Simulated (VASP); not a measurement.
A run of VASP 6.6.1:

INCAR

```
SYSTEM = Ni
PREC = Accurate
ENCUT = 520
EDIFF = 1E-7
ISMEAR = 0
SIGMA = 0.05
LREAL = .FALSE.
LASPH = .TRUE.
NELM = 60
ALGO = Normal
ISIF = 2
LWAVE = .FALSE.
LCHARG = .FALSE.
GGA = PE
NBANDS = 11
```

KPOINTS

```
regular mesh
0
G
  22 22 22
  0 0 0
```

Contents of POSCAR:

```
Ni
1.0
    0.0000000000      1.7317073187      1.7317073187
    1.7317073187      0.0000000000      1.7317073187
    1.7317073187      1.7317073187      0.0000000000
Ni
1
Direct
    0.0000000000      0.0000000000      0.0000000000
```

Potentials or basis: VASP PAW PBE potentials, release 64 (Ni).

The run is started by

```sh
$ cat potpaw_PBE.64/Ni/POTCAR > POTCAR
$ mpirun -np 1 vasp_std > vasp.out
```

Hardware: 1 thread of Intel Xeon 8259CL (shared host).

Q: Estimate the wall time of this run.

A: Run time: 30 s on 1 thread of Intel Xeon 8259CL, on a shared host, peak memory 0.15 GiB. Counts: scf iterations 12, k points 328.
